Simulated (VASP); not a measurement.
Set up this calculation in VASP 6.6.1, as the native input.

| Quantity | Value |
| --- | --- |
| Task | single point |
| Functional | PBEsol |
| Potentials or basis | VASP PAW PBE potentials, release 64 (Ag, Cl) |
| Cutoff | 520 eV |
| k mesh | 12 × 12 × 12 |
| Occupations | gaussian, width 0.05 eV |
| Spin | no spin polarisation |
| Dipole correction | no |
| Further INCAR settings | ALGO = Normal; EDIFF = 1e-06; NBANDS = 16 |

The structure of AgCl lies in POSCAR:

```
AgCl
1.0
    3.3896241825     -0.0300935157     -0.0300935157
   -0.0300935157      3.3896241825     -0.0300935157
   -0.0300935157     -0.0300935157      3.3896241825
Ag Cl
1 1
Direct
    0.0000000000      0.0000000000      0.0000000000
    0.5000000000      0.5000000000      0.5000000000
```

One way to write it, as run:

INCAR

```
PREC = Accurate ; ENCUT = 520
EDIFF = 1E-6 ; ISMEAR = 0
SIGMA = 0.05 ; LREAL = False
LASPH = True ; NELM = 100
ALGO = Normal ; ISIF = 2
LWAVE = False ; LCHARG = False
GGA = PS ; NBANDS = 16
```

KPOINTS

```
regular mesh
0
Gamma
  12 12 12
```

Potentials or basis: VASP PAW PBE potentials, release 64 (Ag, Cl).

The run is started by

```sh
$ cat potpaw_PBE.64/Ag/POTCAR potpaw_PBE.64/Cl/POTCAR > POTCAR
$ mpirun -np 1 vasp_std > vasp.out
```

It gave:

The pressure is -3.0 GPa and the band gap on the k mesh is 0.37 eV, indirect (least direct gap 2.04 eV).

Caveat: the PAW data sets were made with another functional, which shifts forces and pressure a little.

Wall time 100 s on 1 thread of Intel(R) Xeon(R) Platinum 8488C (Sapphire Rapids), on a shared host, peak memory 0.24 GiB.
